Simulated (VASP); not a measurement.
Here is a VASP 6.6.1 calculation.

File INCAR:

```
PREC = Accurate
ENCUT = 520
EDIFF = 1E-6
ISMEAR = 0
SIGMA = 0.15
LREAL = F
LASPH = T
NELM = 80
ALGO = Normal
ISIF = 2
LWAVE = F
LCHARG = T
GGA = PS
LELF = T
LVHAR = T
NBANDS = 28
```

File KPOINTS:

```
regular mesh
0
Gamma
  12 12 10
```

File POSCAR:

```
SnO
1.0
    3.8020000000      0.0000000000      0.0000000000
    0.0000000000      3.8020000000      0.0000000000
    0.0000000000      0.0000000000      4.8360000000
Sn O
2 2
Direct
    0.0000000000      0.5000000000      0.2385000000
    0.5000000000      0.0000000000      0.7615000000
   -0.1578116781      0.0000000000      0.0000000000
    0.5000000000      0.5000000000      0.0000000000
```

Potentials or basis: VASP PAW PBE potentials, release 64 (Sn_d, O).

Command:

```bash
$ cat potpaw_PBE.64/Sn_d/POTCAR potpaw_PBE.64/O/POTCAR > POTCAR
$ mpirun -np 1 vasp_std > vasp.out
```

Q: What does it give for the band gap on the k mesh?

A: Zero (band 20 reaches 7.12 eV, above the bottom of band 21 at 6.96 eV).

Q: Predict the pressure.

A: 14.0 GPa.

Q: What does it give for the largest force?

A: 11.077 eV/Å.

Forces in eV/Å, atoms in the order of the input:
```
Sn  -0.499  0.000 -0.233
Sn  -6.038  0.000 -5.506
O    9.311  0.000  6.000
O   -2.774  0.000 -0.261
```

Caveat: the cell differs from its parent crystal (atom 3 (O) moved by (-0.600, +0.000) A along x and z); the PAW data sets were made with another functional, which shifts forces and pressure a little; spin-orbit coupling is left out, which moves the levels of the heavy elements.
